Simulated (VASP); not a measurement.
Runs of VASP 6.6.1 on HgTe. The structure is that of space group Fm-3m (No. 225), or close to it. The cells are those of the table. 

```tsv
task	level	spin	cell	k mesh	cutoff (eV)	smearing	grid for exact exchange (PRECFOCK)	share of exact exchange	screening parameter	gap on the mesh (eV)	pressure (GPa)	moment (μB)	relaxed volume (Å³/atom)
single point	PBE	non-collinear, zero start, SOC	a = 4.497 Å, angles 60.0°, 2 atoms	7 × 7 × 7	520	gaussian 0.15 eV	-	-	-	-	-3.6	0.00	-
relaxation of cell and atoms	revPBE	non-collinear, zero start, SOC	relaxed from a = 4.497 Å, angles 60.0°, 2 atoms	7 × 7 × 7	600	methfessel-paxton 0.1 eV	-	-	-	-	0.0	0.00	29.91
single point	PBE-based screened hybrid with 25 % exact exchange	off	a = 4.339 Å, angles 60.0°, 2 atoms	4 × 4 × 4	520	fermi-dirac 0.05 eV	Normal	0.25	0.3 1/Å	none	(a)	-	-
single point	RPBE	off	a = 4.403 Å, angles 60.0°, 2 atoms	7 × 7 × 7	520	fermi-dirac 0.025 eV	-	-	-	none	0.1	-	-
single point	PBEsol-based screened hybrid with 25 % exact exchange	off	a = 4.273 Å, angles 60.0°, 2 atoms	4 × 4 × 4	520	fermi-dirac 0.05 eV	Normal	0.25	0.207 1/Å	none	0.0	-	-
single point	revPBE	non-collinear, zero start, SOC	a = 4.379 Å, angles 60.0°, 2 atoms	7 × 7 × 7	520	methfessel-paxton 0.1 eV	-	-	-	-	(b)	0.00	-
relaxation of cell and atoms	RPBE	off	relaxed from a = 4.497 Å, angles 60.0°, 2 atoms	7 × 7 × 7	600	fermi-dirac 0.025 eV	-	-	-	none	0.0	-	30.27
single point	PBEsol-based global hybrid with 25 % exact exchange	off	a = 4.268 Å, angles 60.0°, 2 atoms	4 × 4 × 4	520	fermi-dirac 0.05 eV	Normal	0.25	-	none	-0.2	-	-
```

Alike in all rows: potentials or basis VASP PAW PBE potentials, release 64 (Hg, Te).

Problem. Fill in the values left out.

Solution. (a) -0.1; (b) 0.3.

Caveats: some runs use coarse meshes; the PAW data sets were made with another functional, which shifts forces and pressure a little (at least some runs); spin-orbit coupling is left out, which moves the levels of the heavy elements (at least some runs); the cell stands under tension (at least some runs).

A k mesh can miss the band edges, and rows without SOC leave out spin-orbit coupling on Hg, Te.

A gap of «none» marks levels without a gap at the run's occupations.
